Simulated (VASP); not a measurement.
# Sc2AlN3 (P4/mmm) in VASP: a series of runs

Sc2AlN3 is run at these levels: PBE; tasks: single point, relaxation of cell and atoms.

Program: VASP 6.6.1. These are calculated values, not measurements. Logs are shortened: lines on timing, memory, paths and dates and some standing lists are left out, and cuts for length are marked.

## (1) The cell of the first run

The structure is tetragonal, space group P4/mmm (No. 123). Conventional cell: a = 3.806 Å, b = 3.806 Å, c = 5.926 Å, α = 90.00°, β = 90.00°, γ = 90.00°. Within 3.0 Å of Sc (site symmetry mmm) lie 4 N at 2.24 Å and 4 Sc at 2.69 Å. Al (site symmetry 4/mmm) has 2 N at 1.79 Å within 2.4 Å. Within 2.4 Å of N (site symmetry 4mm) lie 1 Al at 1.79 Å and 4 Sc at 2.24 Å and 1 N at 2.35 Å. Within 3.6 Å of N (site symmetry 4/mmm) lie 4 Al at 2.69 Å and 8 N at 3.23 Å and 8 Sc at 3.52 Å.

The cell was built from a structure type or drawn by symmetry, and may not be a known phase.

## (2) Single point, PBE

Contents of INCAR:

```
SYSTEM = Sc2AlN3
PREC = Accurate
ENCUT = 520
EDIFF = 1E-6
ISMEAR = 0
SIGMA = 0.1
LREAL = .False.
LASPH = .True.
NELM = 100
ALGO = Normal
ISIF = 2
LWAVE = .False.
LCHARG = .False.
GGA = PE
NBANDS = 29
```

Contents of KPOINTS:

```
Automatic mesh
0
Gamma
  4 4 4
  0 0 0
```

Contents of POSCAR:

```
Sc2AlN3
1.0
    3.8057060489      0.0000000000      0.0000000000
    0.0000000000      3.8057060489      0.0000000000
    0.0000000000      0.0000000000      5.9258160155
Sc Al N
2 1 3
Direct
    0.0000000000      0.5000000000      0.0000000000
    0.5000000000      0.0000000000      0.0000000000
    0.5000000000      0.5000000000      0.5000000000
    0.5000000000      0.5000000000      0.1981089512
    0.5000000000      0.5000000000      0.8018910488
    0.0000000000      0.0000000000      0.5000000000
```

Potentials or basis: VASP PAW PBE potentials, release 64 (Sc_sv, Al, N).

Run with:

```
$ cat potpaw_PBE.64/Sc_sv/POTCAR potpaw_PBE.64/Al/POTCAR potpaw_PBE.64/N/POTCAR > POTCAR
$ mpirun -np 1 vasp_std > vasp.out
```

OUTCAR:

```text
SYSTEM = Sc2AlN3
   PREC = Accurate
   ENCUT = 520
   EDIFF = 1E-6
   ISMEAR = 0
   LREAL = .False.
   LASPH = .True.
   NELM = 100
   ISIF = 2
   GGA = PE

 ion  position               nearest neighbor table
   1  0.000  0.500  0.000-   4 2.24   5 2.24   4 2.24   5 2.24   2 2.69   2 2.69   2 2.69   2 2.69

   2  0.500  0.000  0.000-   4 2.24   5 2.24   4 2.24   5 2.24   1 2.69   1 2.69   1 2.69   1 2.69

   3  0.500  0.500  0.500-   4 1.79   5 1.79
   4  0.500  0.500  0.198-   3 1.79   2 2.24   1 2.24   2 2.24   1 2.24
   5  0.500  0.500  0.802-   3 1.79   2 2.24   1 2.24   2 2.24   1 2.24
   6  0.000  0.000  0.500-

  LATTYP: Found a simple tetragonal cell.
 ALAT       =     3.8057060489
 C/A-ratio  =     1.5570871579

  Lattice vectors:

 A1 = (   3.8057060489,   0.0000000000,   0.0000000000)
 A2 = (   0.0000000000,   3.8057060489,   0.0000000000)
 A3 = (   0.0000000000,   0.0000000000,   5.9258160155)

Analysis of symmetry for initial positions (statically):
=====================================================================
 Subroutine PRICEL returns:
 Original cell was already a primitive cell.

 Routine SETGRP: Setting up the symmetry group for a
 simple tetragonal supercell.

 Subroutine GETGRP returns: Found 16 space group operations
 (whereof 16 operations were pure point group operations)
 out of a pool of 16 trial point group operations.

The static configuration has the point symmetry D_4h.

Analysis of symmetry for dynamics (positions and initial velocities):
=====================================================================
 Subroutine PRICEL returns:
 Original cell was already a primitive cell.

 Routine SETGRP: Setting up the symmetry group for a
 simple tetragonal supercell.

 Subroutine GETGRP returns: Found 16 space group operations
 (whereof 16 operations were pure point group operations)
 out of a pool of 16 trial point group operations.

The dynamic configuration has the point symmetry D_4h.

 Subroutine INISYM returns: Found 16 space group operations
 (whereof 16 operations are pure point group operations),
 and found     1 'primitive' translations

----------------------------------------------------------------------------------------

                                     Primitive cell

  volume of cell :      85.8260

  direct lattice vectors                    reciprocal lattice vectors
     3.805706049  0.000000000  0.000000000     0.262763331  0.000000000  0.000000000
     0.000000000  3.805706049  0.000000000     0.000000000  0.262763331  0.000000000
     0.000000000  0.000000000  5.925816015     0.000000000  0.000000000  0.168753130

  length of vectors
     3.805706049  3.805706049  5.925816015     0.262763331  0.262763331  0.168753130

  position of ions in fractional coordinates (direct lattice)
     0.000000000  0.500000000  0.000000000
     0.500000000  0.000000000  0.000000000
     0.500000000  0.500000000  0.500000000
     0.500000000  0.500000000  0.198108951
     0.500000000  0.500000000  0.801891049
     0.000000000  0.000000000  0.500000000

  ion indices of the primitive-cell ions
   primitive index   ion index
                 1           1
                 2           2
                 3           3
                 4           4
                 5           5
                 6           6

----------------------------------------------------------------------------------------

 KPOINTS: Automatic mesh

Automatic generation of k-mesh.
 Grid dimensions read from file:
 generate k-points for:    4    4    4

 Generating k-lattice:

  Cartesian coordinates                     Fractional coordinates (reciprocal lattice)
     0.065690833  0.000000000  0.000000000     0.250000000  0.000000000  0.000000000
     0.000000000  0.065690833  0.000000000     0.000000000  0.250000000  0.000000000
     0.000000000  0.000000000  0.042188282     0.000000000  0.000000000  0.250000000

  Length of vectors
     0.065690833  0.065690833  0.042188282

  Shift w.r.t. Gamma in fractional coordinates (k-lattice)
     0.000000000  0.000000000  0.000000000

 Subroutine IBZKPT returns following result:
 ===========================================

 Found     18 irreducible k-points:

 Following reciprocal coordinates:
            Coordinates               Weight
  0.000000  0.000000  0.000000      1.000000
  0.250000  0.000000  0.000000      4.000000
  0.500000  0.000000  0.000000      2.000000
  0.250000  0.250000  0.000000      4.000000
  0.500000  0.250000  0.000000      4.000000
  0.500000  0.500000  0.000000      1.000000
[... 10 lines left out ...]
  0.500000  0.250000  0.500000      4.000000
  0.500000  0.500000  0.500000      1.000000
   k-points           NKPTS =     18   k-points in BZ     NKDIM =     18   number of bands    NBANDS=     29
   number of dos      NEDOS =    301   number of ions     NIONS =      6
   total plane-waves  NPLWV =  37632
   dimension x,y,z NGX =    28 NGY =   28 NGZ =   48
[... 55 lines left out ...]
  ---------------------------------------------------
  ext. energy  EPLUGINS =         0.00000000
  ---------------------------------------------------
  free energy    TOTEN  =       -40.90767852 eV

  energy without entropy =      -40.87586121  energy(sigma->0) =      -40.89176987

 E-fermi :   3.7898     XC(G=0): -10.3111

 val. band max:        3.7842553484   @ k =   0.0000   0.0000   0.5000
 cond. band min:       3.8240103543   @ k =   0.2500   0.2500   0.2500
 fundamental gap:      0.0397550059
 Fermi energy:         3.7897999612

 k-point     1 :       0.0000    0.0000    0.0000
  band No.  band energies     occupation
      1     -45.2538      2.00000
      2     -44.8973      2.00000
      3     -24.2994      2.00000
      4     -24.2994      2.00000
      5     -23.8819      2.00000
      6     -23.5341      2.00000
[... 21 lines left out ...]
     28       9.0804      0.00000
     29      10.2788      0.00000

 k-point     2 :       0.2500    0.0000    0.0000
  band No.  band energies     occupation
      1     -45.2009      2.00000
      2     -44.9487      2.00000
      3     -24.2018      2.00000
      4     -24.1699      2.00000
      5     -23.8270      2.00000
      6     -23.5806      2.00000
[... 21 lines left out ...]
     28       8.7000      0.00000
     29       8.9428      0.00000

 k-point     3 :       0.5000    0.0000    0.0000
  band No.  band energies     occupation
      1     -45.0751      2.00000
      2     -45.0732      2.00000
      3     -23.9791      2.00000
      4     -23.9357      2.00000
      5     -23.7965      2.00000
      6     -23.7067      2.00000
[... 21 lines left out ...]
     28       7.5520      0.00000
     29       8.7794      0.00000

 k-point     4 :       0.2500    0.2500    0.0000
  band No.  band energies     occupation
      1     -45.1625      2.00000
      2     -44.9840      2.00000
      3     -24.4271      2.00000
      4     -23.9312      2.00000
      5     -23.7859      2.00000
      6     -23.7858      2.00000
[... 21 lines left out ...]
     28       8.9658      0.00000
     29       9.1132      0.00000

 k-point     5 :       0.5000    0.2500    0.0000
  band No.  band energies     occupation
      1     -45.0721      2.00000
      2     -45.0712      2.00000
      3     -24.3982      2.00000
      4     -24.2732      2.00000
      5     -23.6970      2.00000
      6     -23.6898      2.00000
[... 21 lines left out ...]
     28       8.6652      0.00000
     29       8.7105      0.00000
[... 318 lines left out ...]
     28       7.5913      0.00000
     29       8.6769      0.00000

 k-point    16 :       0.2500    0.2500    0.5000
  band No.  band energies     occupation
      1     -45.1624      2.00000
      2     -44.9840      2.00000
      3     -24.4270      2.00000
      4     -23.9311      2.00000
      5     -23.7862      2.00000
      6     -23.7859      2.00000
[... 21 lines left out ...]
     28       8.3003      0.00000
     29       8.9902      0.00000

 k-point    17 :       0.5000    0.2500    0.5000
  band No.  band energies     occupation
      1     -45.0721      2.00000
      2     -45.0712      2.00000
      3     -24.3982      2.00000
      4     -24.2730      2.00000
      5     -23.6972      2.00000
      6     -23.6899      2.00000
[... 21 lines left out ...]
     28       8.3835      0.00000
     29       8.8442      0.00000

 k-point    18 :       0.5000    0.5000    0.5000
  band No.  band energies     occupation
      1     -45.0692      2.00000
      2     -45.0692      2.00000
      3     -24.5805      2.00000
      4     -24.4970      2.00000
      5     -23.6874      2.00000
      6     -23.6874      2.00000
[... 21 lines left out ...]
     28       8.3292      0.00000
     29       8.4123      0.00000

------------------------ aborting loop because EDIFF is reached ----------------------------------------

  FORCE on cell =-STRESS in cart. coord.  units (eV):
  Direction    XX          YY          ZZ          XY          YZ          ZX
  --------------------------------------------------------------------------------------
  -------------------------------------------------------------------------------------
  Total        0.0977538      0.0977538     -0.0164954      0.0000000     -0.0000000      0.0000000
  in kB        1.8248434      1.8248434     -0.3079326      0.0000000     -0.0000000      0.0000000
  external PRESSURE =       1.1139180 kB  Pullay stress =       0.0000000 kB

 VOLUME and BASIS-vectors are now :
 -----------------------------------------------------------------------------
  energy-cutoff  :      520.00
  volume of cell :       85.83
      direct lattice vectors                 reciprocal lattice vectors
     3.805706049  0.000000000  0.000000000     0.262763331  0.000000000  0.000000000
     0.000000000  3.805706049  0.000000000     0.000000000  0.262763331  0.000000000
     0.000000000  0.000000000  5.925816015     0.000000000  0.000000000  0.168753130

 POSITION                                       TOTAL-FORCE (eV/Angst)
 -----------------------------------------------------------------------------------
      0.00000      1.90285      0.00000         0.000000     -0.000000      0.000000
      1.90285      0.00000      0.00000         0.000000     -0.000000      0.000000
      1.90285      1.90285      2.96291         0.000000     -0.000000      0.000000
      1.90285      1.90285      1.17396         0.000000      0.000000      0.072552
      1.90285      1.90285      4.75186         0.000000      0.000000     -0.072552
      0.00000      0.00000      2.96291         0.000000     -0.000000      0.000000
 -----------------------------------------------------------------------------------
    total drift:                                0.000000      0.000000     -0.000000

  FREE ENERGIE OF THE ION-ELECTRON SYSTEM (eV)
  ---------------------------------------------------
  free  energy   TOTEN  =       -40.9076785242 eV

  energy  without entropy=      -40.8758612132  energy(sigma->0) =      -40.89176987
```

Wall time 26 s (1 thread of Intel Xeon 6975P-C (Granite Rapids), shared host); peak memory 0.2 GiB.

Results:

| Item | Value |
| --- | --- |
| Free energy | -40.9077 eV |
| Pressure | 0.1 GPa |
| Largest force | 0.073 eV/Å |
| Band gap on the k mesh | zero (bands 20 and 21 overlap by 0.31 eV) |

Forces in eV/Å, atoms in the order of the input:
```
Sc   0.000  0.000  0.000
Sc   0.000  0.000  0.000
Al   0.000  0.000  0.000
N    0.000  0.000  0.073
N    0.000  0.000 -0.073
N    0.000  0.000  0.000
```

Caveat: the k points lie up to 0.41 Å⁻¹ apart.

## (3) Single point, PBE

This run uses another cell than the first one, of 17.04 Å³/atom.

Contents of INCAR:

```
SYSTEM = Sc2AlN3
PREC     = Accurate       ! precision mode
ENCUT    = 520            ! plane-wave cutoff, eV
EDIFF    = 1E-6           ! SCF threshold, eV
ISMEAR   = 0              ! smearing method
SIGMA    = 0.1            ! smearing width, eV
LREAL    = .FALSE.        ! projectors in reciprocal space
LASPH    = .TRUE.         ! aspherical terms in the spheres
NELM     = 80             ! most SCF steps
ALGO     = Normal         ! electronic algorithm
ISIF     = 2              ! what is computed and relaxed
LWAVE    = .FALSE.        ! write WAVECAR
LCHARG   = .FALSE.        ! write CHGCAR
GGA      = PE             ! functional
NBANDS   = 29             ! bands
```

Contents of KPOINTS:

```
Automatic mesh
0
G
  4 4 4
  0 0 0
```

Contents of POSCAR:

```
Sc2AlN3
1.0
    3.9392560200      0.0000000000      0.0000000000
    0.0000000000      3.9392560200      0.0000000000
    0.0000000000      0.0000000000      6.5899767900
Sc Al N
2 1 3
Direct
    0.0000000000      0.5000000000      0.0000000000
    0.5000000000      0.0000000000      0.0000000000
    0.5000000000      0.5000000000      0.5000000000
    0.5000000000      0.5000000000      0.1321156600
    0.5000000000      0.5000000000      0.8678843400
    0.0000000000      0.0000000000      0.5000000000
```

Potentials or basis: VASP PAW PBE potentials, release 64 (Sc_sv, Al, N).

Run with:

```
$ cat potpaw_PBE.64/Sc_sv/POTCAR potpaw_PBE.64/Al/POTCAR potpaw_PBE.64/N/POTCAR > POTCAR
$ mpirun -np 1 vasp_std > vasp.out
```

Wall time 37 s (1 thread of Intel Xeon 6975P-C (Granite Rapids), shared host); peak memory 0.21 GiB.

Results (log left out):

| Quantity | Value |
| --- | --- |
| Free energy | -38.4675 eV |
| Pressure | -3.8 GPa |
| Largest force | 0.834 eV/Å |
| Band gap on the k mesh | zero (bands 20 and 21 overlap by 0.87 eV) |

Forces on the atoms (eV/Å):
```
Sc   0.000  0.000  0.000
Sc   0.000  0.000  0.000
Al   0.000  0.000  0.000
N    0.000  0.000  0.834
N    0.000  0.000 -0.834
N    0.000  0.000  0.000
```

Stress tensor (GPa, compression positive):
```
 -0.54   0.00   0.00
  0.00  -0.54   0.00
  0.00   0.00 -10.34
```

Levels at points of the mesh, in eV from the Fermi level:
| k point | band 17 | band 18 | band 19 | band 20 | band 21 | band 22 | band 23 | band 24 |
| --- | --- | --- | --- | --- | --- | --- | --- | --- |
| (0.00, 0.00, 0.00) | -2.33 | -1.28 | -0.76 | -0.75 | -0.68 | -0.68 | 1.51 | 2.53 |
| (0.50, 0.00, 0.00) | -2.59 | -0.66 | -0.37 | -0.06 | 0.51 | 1.16 | 1.25 | 2.10 |
| (0.50, 0.50, 0.00) | -1.73 | -1.73 | -1.09 | -0.02 | 0.51 | 0.92 | 1.02 | 1.02 |
| (0.00, 0.00, 0.50) | -2.54 | -2.45 | -0.75 | -0.66 | -0.66 | -0.35 | 2.81 | 2.81 |
| (0.50, 0.00, 0.50) | -2.35 | -1.31 | -0.38 | 0.20 | 0.90 | 1.22 | 2.17 | 2.19 |
| (0.50, 0.50, 0.50) | -2.18 | -1.01 | -1.01 | -0.60 | -0.16 | 0.99 | 0.99 | 1.86 |

Caveat: the k points lie up to 0.40 Å⁻¹ apart, too coarse for converged energies and pressures of a metal.

## (4) Relaxation of cell and atoms, PBE

This run uses another cell than the first one, of 17.04 Å³/atom.

Contents of INCAR:

```
SYSTEM = Sc2AlN3
ALGO = Normal
EDIFF = 1E-6
EDIFFG = -0.04
ENCUT = 600
GGA = PE
IBRION = 2
ISIF = 3
ISMEAR = 0
LASPH = .True.
LCHARG = .False.
LREAL = .False.
LWAVE = .False.
NELM = 100
NSW = 90
PREC = Accurate
SIGMA = 0.1
```

Contents of KPOINTS:

```
k-points
0
Gamma
  4 4 4
  0 0 0
```

POSCAR is that of step 3.

Run with:

```
$ cat potpaw_PBE.64/Sc_sv/POTCAR potpaw_PBE.64/Al/POTCAR potpaw_PBE.64/N/POTCAR > POTCAR
$ mpirun -np 1 vasp_std > vasp.out
```

Run time: 8.4 min. Hardware: 1 thread of Intel Xeon 6975P-C (Granite Rapids), shared host; peak memory 0.27 GiB.

The run converged. Its results:

- Free energy: -40.0541 eV
- Relaxed volume: 14.03 Å³/atom
- Relaxed cell: a = 4.137 Å, b = 4.137 Å, c = 4.918 Å, α = 90.00°, β = 90.00°, γ = 90.00°
- Space group after relaxing (to 0.1 Å): P4/mmm (No. 123)
- Pressure after relaxing: 0.0 GPa
- Band gap on the k mesh: zero (bands 20 and 21 overlap by 1.69 eV)

Forces on the atoms (eV/Å):
```
Sc   0.000  0.000  0.000
Sc   0.000  0.000  0.000
Al   0.000  0.000  0.000
N    0.000  0.000  0.003
N    0.000  0.000 -0.003
N    0.000  0.000  0.000
```

Stress tensor (GPa, compression positive):
```
-0.12  0.00  0.00
 0.00 -0.12  0.00
 0.00  0.00  0.10
```

Final structure:
```yaml
crystal:
  lattice:
    - [4.13697, 0.00000, 0.00000]
    - [0.00000, 4.13697, 0.00000]
    - [0.00000, 0.00000, 4.91778]
  atoms:
    - { symbol: Sc, position: [0.00000, 0.50000, 0.00000] }
    - { symbol: Sc, position: [0.50000, 0.00000, 0.00000] }
    - { symbol: Al, position: [0.50000, 0.50000, 0.50000] }
    - { symbol: N, position: [0.50000, 0.50000, 0.14193] }
    - { symbol: N, position: [0.50000, 0.50000, 0.85807] }
    - { symbol: N, position: [0.00000, 0.00000, 0.50000] }
```

Levels at points of the mesh, in eV from the Fermi level:
| k point | band 17 | band 18 | band 19 | band 20 | band 21 | band 22 | band 23 | band 24 |
| --- | --- | --- | --- | --- | --- | --- | --- | --- |
| (0.00, 0.00, 0.00) | -1.93 | -1.63 | -1.42 | -1.42 | -1.08 | -0.09 | 1.24 | 2.23 |
| (0.50, 0.00, 0.00) | -2.82 | -1.44 | -0.87 | -0.61 | -0.20 | 0.90 | 1.67 | 1.88 |
| (0.50, 0.50, 0.00) | -2.53 | -2.53 | -2.37 | 0.61 | 0.61 | 1.74 | 1.98 | 2.08 |
| (0.00, 0.00, 0.50) | -3.42 | -1.18 | -1.07 | -1.07 | -1.05 | 0.10 | 2.39 | 2.57 |
| (0.50, 0.00, 0.50) | -3.29 | -2.68 | -1.54 | 0.59 | 0.85 | 1.25 | 1.95 | 2.02 |
| (0.50, 0.50, 0.50) | -2.11 | -0.79 | -0.79 | -0.36 | 0.30 | 0.66 | 0.66 | 1.32 |

Caveat: the k points lie up to 0.38 Å⁻¹ apart in the final cell, too coarse for converged energies and pressures of a metal; the volume moved by over 15 % at a fixed basis, so the end points are rough.

## (5) Overview

```csv
task,cell,cutoff (eV),gap on the mesh (eV),pressure (GPa),largest force (eV/Å)
single point,"a = 3.806, b = 3.806, c = 5.926 Å, 6 atoms, atomic positions A",520,none,0.1,0.07
single point,"a = 3.939, b = 3.939, c = 6.590 Å, 6 atoms, atomic positions B",520,none,-3.8,0.83
relaxation of cell and atoms,"relaxed from a = 3.939, b = 3.939, c = 6.590 Å, 6 atoms, atomic positions B",600,none,0.0,-
```

Alike in all rows: level PBE; potentials or basis VASP PAW PBE potentials, release 64 (Sc_sv, Al, N); no spin polarisation; k mesh 4 × 4 × 4; smearing gaussian 0.1 eV.

Caveats: all runs use coarse meshes; the volume moved by over 15 % at a fixed basis, so the end points are rough (at least some runs).

Absolute energies hang on the potentials; compare differences alone.
